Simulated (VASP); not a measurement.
# WS2 (Tungstenite) (R3m) in VASP: notebook

WS2 (Tungstenite) is run at these levels: LDA; tasks: single point.

Program: VASP 6.6.1. These are calculated values, not measurements. Logs are shortened: lines on timing, memory, paths and dates and some standing lists are left out, and cuts for length are marked.

### 1 The cell of the first run

It takes space group R3m (No. 160, trigonal). Conventional cell: a = 3.158 Å, b = 3.158 Å, c = 18.490 Å, α = 90.00°, β = 90.00°, γ = 120.00°. Within 3.2 Å of W (site symmetry 3m) lie 6 S at 2.39 to 2.42 Å and 6 W at 3.16 Å. Within 3.2 Å of S (site symmetry 3m) lie 3 W at 2.42 Å and 7 S at 3.13 to 3.16 Å. S (site symmetry 3m) has 3 W at 2.39 Å and 7 S at 3.13 to 3.16 Å within 3.2 Å.

### 2 Single point, LDA

File INCAR:

```
SYSTEM = WS2
PREC = Accurate
ENCUT = 520
EDIFF = 1E-6
ISMEAR = -1
SIGMA = 0.05
LREAL = .FALSE.
LASPH = .TRUE.
NELM = 80
ALGO = Normal
ISIF = 2
LWAVE = .FALSE.
LCHARG = .TRUE.
GGA = CA
LELF = .TRUE.
LVHAR = .TRUE.
NBANDS = 20
```

File KPOINTS:

```
regular mesh
0
G
  10 10 10
  0 0 0
```

File POSCAR:

```
WS2
1.0
    1.5790000000      0.9116360751      6.1633333333
   -1.5790000000      0.9116360751      6.1633333333
    0.0000000000     -1.8232721501      6.1633333333
W S
1 2
Direct
    0.0000000000      0.0000000000      0.0000000000
    0.5810000000      0.5810000000      0.5810000000
    0.7503000000      0.7503000000      0.7503000000
```

Potentials or basis: VASP PAW LDA potentials, release 64 (W_sv, S).

On the command line:

```sh
$ cat potpaw_LDA.64/W_sv/POTCAR potpaw_LDA.64/S/POTCAR > POTCAR
$ mpirun -np 1 vasp_std > vasp.out
```

OUTCAR:

```text
SYSTEM = WS2
   PREC = Accurate
   ENCUT = 520
   EDIFF = 1E-6
   ISMEAR = -1
   LREAL = .FALSE.
   LASPH = .TRUE.
   NELM = 80
   ISIF = 2
   GGA = CA

 ion  position               nearest neighbor table
   1  0.000  0.000  0.000-   3 2.39   3 2.39   3 2.39   2 2.42   2 2.42   2 2.42
   2  0.581  0.581  0.581-   1 2.42   1 2.42   1 2.42
   3  0.750  0.750  0.750-   1 2.39   1 2.39   1 2.39

  LATTYP: Found a trigonal (rhomboedric) cell.
 ALAT       =     6.4273633094
 COS(alpha) =     0.8792940837

  Lattice vectors:

 A1 = (   1.5790000000,   0.9116360751,   6.1633333333)
 A2 = (  -1.5790000000,   0.9116360751,   6.1633333333)
 A3 = (   0.0000000000,  -1.8232721501,   6.1633333333)

Analysis of symmetry for initial positions (statically):
=====================================================================
 Subroutine PRICEL returns:
 Original cell was already a primitive cell.

 Routine SETGRP: Setting up the symmetry group for a
 trigonal (rhombohedral) supercell.

 Subroutine GETGRP returns: Found  6 space group operations
 (whereof  6 operations were pure point group operations)
 out of a pool of 12 trial point group operations.

The static configuration has the point symmetry C_3v.

Analysis of symmetry for dynamics (positions and initial velocities):
=====================================================================
 Subroutine PRICEL returns:
 Original cell was already a primitive cell.

 Routine SETGRP: Setting up the symmetry group for a
 trigonal (rhombohedral) supercell.

 Subroutine GETGRP returns: Found  6 space group operations
 (whereof  6 operations were pure point group operations)
 out of a pool of 12 trial point group operations.

The dynamic configuration has the point symmetry C_3v.

 Subroutine INISYM returns: Found  6 space group operations
 (whereof  6 operations are pure point group operations),
 and found     1 'primitive' translations

----------------------------------------------------------------------------------------

                                     Primitive cell

  volume of cell :      53.2317

  direct lattice vectors                    reciprocal lattice vectors
     1.579000000  0.911636075  6.163333333     0.316656111  0.182821491  0.054083288
    -1.579000000  0.911636075  6.163333333    -0.316656111  0.182821491  0.054083288
     0.000000000 -1.823272150  6.163333333     0.000000000 -0.365642982  0.054083288

  length of vectors
     6.427363309  6.427363309  6.427363309     0.369621147  0.369621147  0.369621147

  position of ions in fractional coordinates (direct lattice)
     0.000000000  0.000000000  0.000000000
     0.581000000  0.581000000  0.581000000
     0.750300000  0.750300000  0.750300000

  ion indices of the primitive-cell ions
   primitive index   ion index
                 1           1
                 2           2
                 3           3

----------------------------------------------------------------------------------------

 KPOINTS: regular mesh

Automatic generation of k-mesh.
 Grid dimensions read from file:
 generate k-points for:   10   10   10

 Generating k-lattice:

  Cartesian coordinates                     Fractional coordinates (reciprocal lattice)
     0.031665611  0.018282149  0.005408329     0.100000000  0.000000000  0.000000000
    -0.031665611  0.018282149  0.005408329     0.000000000  0.100000000  0.000000000
     0.000000000 -0.036564298  0.005408329     0.000000000  0.000000000  0.100000000

  Length of vectors
     0.036962115  0.036962115  0.036962115

  Shift w.r.t. Gamma in fractional coordinates (k-lattice)
     0.000000000  0.000000000  0.000000000

 Subroutine IBZKPT returns following result:
 ===========================================

 Found    116 irreducible k-points:

 Following reciprocal coordinates:
            Coordinates               Weight
  0.000000  0.000000  0.000000      1.000000
  0.100000 -0.000000  0.000000      6.000000
  0.200000 -0.000000  0.000000      6.000000
  0.300000  0.000000  0.000000      6.000000
  0.400000  0.000000 -0.000000      6.000000
  0.500000  0.000000  0.000000      3.000000
[... 16 lines left out ...]
  0.300000  0.300000  0.000000      6.000000
  0.400000  0.300000 -0.000000     12.000000
 [... further k-points ...]
   k-points           NKPTS =    116   k-points in BZ     NKDIM =    116   number of bands    NBANDS=     20
   number of dos      NEDOS =    301   number of ions     NIONS =      3
   total plane-waves  NPLWV = 110592
   dimension x,y,z NGX =    48 NGY =   48 NGZ =   48
   dimension x,y,z NGXF=    96 NGYF=   96 NGZF=   96
   ions per type =               1   2
   NGX,Y,Z   is equivalent  to a cutoff of  12.42, 12.42, 12.42 a.u.
   NGXF,Y,Z  is equivalent  to a cutoff of  24.83, 24.83, 24.83 a.u.
 SYSTEM =  WS2
   PREC   = accura    normal or accurate (medium, high low for compatibility)
   ISTART =      0    job   : 0-new  1-cont  2-samecut
   ICHARG =      2    charge: 1-file 2-atom 10-const
   ISPIN  =      1    spin polarized calculation?
   LNONCOLLINEAR =      F non collinear calculations
   LSORBIT =      F    spin-orbit coupling
   LASPH  =      T    aspherical Exc in radial PAW
   ENCUT  =  520.0 eV  38.22 Ry    6.18 a.u.  11.95 11.95 11.95*2*pi/ulx,y,z
   NELM   =     80;   NELMIN=  2; NELMDL= -5     # of ELM steps
   EDIFF  = 0.1E-05   stopping-criterion for ELM
   LREAL  =      F    real-space projection
   EDIFFG = 0.1E-04   stopping-criterion for IOM
   NSW    =      0    number of steps for IOM
   IBRION =     -1    ionic relax: 0-MD 1-quasi-New 2-CG
   NFREE  =      0    steps in history (QN), initial steepest desc. (CG)
   ISIF   =      2    stress and relaxation
   ISYM   =      2    0-nonsym 1-usesym 2-fastsym
   POTIM  = 0.5000    time-step for ionic-motion
   TEBEG  =    0.0;   TEEND  =   0.0 temperature during run
   PSTRESS=    0.0 pullay stress
   NELECT =      26.0000    total number of electrons
   NUPDOWN=      -1.0000    fix difference up-down
   EMIN   =  10.00;   EMAX   =-10.00  energy-range for DOS
   EFERMI =   0.00;   METHOD = LEGACY
   ISMEAR =    -1;   SIGMA  =   0.05  broadening in eV -4-tet -1-fermi 0-gaus
   EFERMI_NEDOS =   21; number of points for ismear=-14 and -15
   IALGO  =     38    algorithm
   IMIX   =      4    mixing-type and parameters
     AMIX     =   0.40;   BMIX     =  1.00
     AMIX_MAG =   1.60;   BMIX_MAG =  1.00
  volume/ion in A,a.u.               =      17.74       119.74
  Fermi-wavevector in a.u.,A,eV,Ry     =   1.289266  2.436359 22.615687  1.662206
  Thomas-Fermi vector in A             =   2.421169
   LORBIT       =      0    0 simple, 1 ext, 2 COOP (PROOUT), +10 PAW based schemes
   GGA     = CA    functional components
   LHFCALC =     F    Hartree Fock is set to
   AEXX    =    0.0000 exact exchange contribution
   IVDW    =     0    specifies the selected vdW correction
   LEPSILON=     F    determine dielectric tensor
   LRPA    =     F    only Hartree local field effects (RPA)
 non-spin polarized calculation
  energy-cutoff  :      520.00
  volume of cell :       53.23
 maximum number of plane-waves:      1450
   NGX = 23   NGY = 23   NGZ = 23

 number of electron      26.0000001 magnetization

 Free energy of the ion-electron system (eV)
  ---------------------------------------------------
  ext. energy  EPLUGINS =         0.00000000
  ---------------------------------------------------
  free energy    TOTEN  =       -26.24159045 eV

  energy without entropy =      -26.24158992  energy(sigma->0) =      -26.24159019

 E-fermi :   7.7982     XC(G=0): -11.2376

 val. band max:        7.3492692653   @ k =   0.5000   0.5000   0.5000
 cond. band min:       8.3431968955   @ k =  -0.2000   0.2000   0.0000
 fundamental gap:      0.9939276302
 Fermi energy:         7.7982073134

 k-point     1 :       0.0000    0.0000    0.0000
  band No.  band energies     occupation
      1     -66.8460      2.00000
      2     -31.3776      2.00000
      3     -31.1888      2.00000
      4     -31.1888      2.00000
      5      -8.2336      2.00000
      6      -6.2179      2.00000
[... 12 lines left out ...]
     19      15.1052      0.00000
     20      15.7030      0.00000

 k-point     2 :       0.1000   -0.0000    0.0000
  band No.  band energies     occupation
      1     -66.8441      2.00000
      2     -31.3711      2.00000
      3     -31.2250      2.00000
      4     -31.1972      2.00000
      5      -8.0608      2.00000
      6      -6.1694      2.00000
[... 12 lines left out ...]
     19      15.6763      0.00000
     20      15.8837      0.00000

 k-point     3 :       0.2000   -0.0000    0.0000
  band No.  band energies     occupation
      1     -66.8393      2.00000
      2     -31.3540      2.00000
      3     -31.3189      2.00000
      4     -31.2191      2.00000
      5      -7.5784      2.00000
      6      -6.0340      2.00000
[... 12 lines left out ...]
     19      15.7334      0.00000
     20      16.2921      0.00000

 k-point     4 :       0.3000    0.0000    0.0000
  band No.  band energies     occupation
      1     -66.8333      2.00000
      2     -31.4329      2.00000
      3     -31.3327      2.00000
      4     -31.2461      2.00000
      5      -6.8989      2.00000
      6      -5.8463      2.00000
[... 12 lines left out ...]
     19      15.0122      0.00000
     20      15.4120      0.00000

 k-point     5 :       0.4000    0.0000   -0.0000
  band No.  band energies     occupation
      1     -66.8284      2.00000
      2     -31.5235      2.00000
      3     -31.3154      2.00000
      4     -31.2677      2.00000
      5      -6.2395      2.00000
      6      -5.6742      2.00000
[... 12 lines left out ...]
     19      14.0279      0.00000
     20      14.7355      0.00000
[... 353 lines left out ...]
      6      -5.5652      2.00000
[... 12 lines left out ...]
     19      15.0715      0.00000
     20      16.0602      0.00000

 k-point    22 :      -0.2000    0.2000    0.0000
  band No.  band energies     occupation
      1     -66.8305      2.00000
      2     -31.4522      2.00000
      3     -31.3228      2.00000
      4     -31.2924      2.00000
      5      -6.5616      2.00000
      6      -5.7193      2.00000
[... 12 lines left out ...]
     19      15.2450      0.00000
     20      15.7779      0.00000

 k-point    23 :       0.3000    0.3000    0.0000
  band No.  band energies     occupation
      1     -66.8333      2.00000
      2     -31.4329      2.00000
      3     -31.3327      2.00000
      4     -31.2460      2.00000
      5      -6.8505      2.00000
      6      -5.9199      2.00000
[... 12 lines left out ...]
     19      14.7724      0.00000
     20      15.8590      0.00000

 k-point    24 :       0.4000    0.3000   -0.0000
  band No.  band energies     occupation
      1     -66.8299      2.00000
      2     -31.4806      2.00000
      3     -31.3208      2.00000
      4     -31.2767      2.00000
      5      -6.4061      2.00000
      6      -5.8007      2.00000
[... 12 lines left out ...]
     19      14.6026      0.00000
     20      15.8238      0.00000

 [... further k-points ...]
[... 5 lines left out ...]
  --------------------------------------------------------------------------------------
  -------------------------------------------------------------------------------------
  Total       -1.1407819     -1.1407819     -0.9746414      0.0000000     -0.0000000      0.0000000
  in kB      -34.3354440    -34.3354440    -29.3349195      0.0000000     -0.0000000      0.0000000
  external PRESSURE =     -32.6686025 kB  Pullay stress =       0.0000000 kB

 VOLUME and BASIS-vectors are now :
 -----------------------------------------------------------------------------
  energy-cutoff  :      520.00
  volume of cell :       53.23
      direct lattice vectors                 reciprocal lattice vectors
     1.579000000  0.911636075  6.163333333     0.316656111  0.182821491  0.054083288
    -1.579000000  0.911636075  6.163333333    -0.316656111  0.182821491  0.054083288
     0.000000000 -1.823272150  6.163333333     0.000000000 -0.365642982  0.054083288

 POSITION                                       TOTAL-FORCE (eV/Angst)
 -----------------------------------------------------------------------------------
      0.00000      0.00000      0.00000         0.000000     -0.000000     -0.587310
      0.00000      0.00000     10.74269         0.000000      0.000000      0.520797
      0.00000      0.00000     13.87305         0.000000      0.000000      0.066513
 -----------------------------------------------------------------------------------
    total drift:                                0.000000     -0.000000     -0.000023

  FREE ENERGIE OF THE ION-ELECTRON SYSTEM (eV)
  ---------------------------------------------------
  free  energy   TOTEN  =       -26.2415904510 eV

  energy  without entropy=      -26.2415899238  energy(sigma->0) =      -26.24159019
```

It took 8.3 min on 1 thread of Intel Xeon Platinum 8259CL at 2.50GHz (Skylake/Cascade Lake), shared host; peak memory 0.32 GiB.

What came out:

- Free energy: -26.2416 eV
- Pressure: -3.3 GPa
- Largest force: 0.587 eV/Å
- Band gap on the k mesh: 0.99 eV, indirect (least direct gap 2.23 eV)

Forces on the atoms (eV/Å):
```
W    0.000  0.000 -0.587
S    0.000  0.000  0.521
S    0.000  0.000  0.067
```

Stress tensor (GPa, compression positive):
```
-3.43  0.00  0.00
 0.00 -3.43  0.00
 0.00  0.00 -2.93
```

Levels at points of the mesh, in eV from the valence-band top:
| k point | band 10 | band 11 | band 12 | band 13 | band 14 | band 15 | band 16 | band 17 |
| --- | --- | --- | --- | --- | --- | --- | --- | --- |
| (0.00, 0.00, 0.00) | -2.29 | -2.29 | -1.54 | -1.25 | 2.17 | 2.17 | 2.53 | 2.53 |
| (0.50, 0.00, 0.00) | -4.16 | -2.55 | -1.78 | -1.72 | 2.25 | 2.54 | 3.57 | 3.84 |
| (0.50, 0.50, 0.00) | -4.08 | -3.17 | -1.98 | -1.53 | 2.21 | 2.66 | 3.16 | 4.35 |
| (0.50, 0.50, 0.50) | -3.56 | -2.26 | -2.26 | 0.00 | 2.29 | 2.29 | 2.37 | 2.37 |

Caveat: spin-orbit coupling is left out, which moves the levels of the heavy elements.

(Part 1 of 2 ends here.)
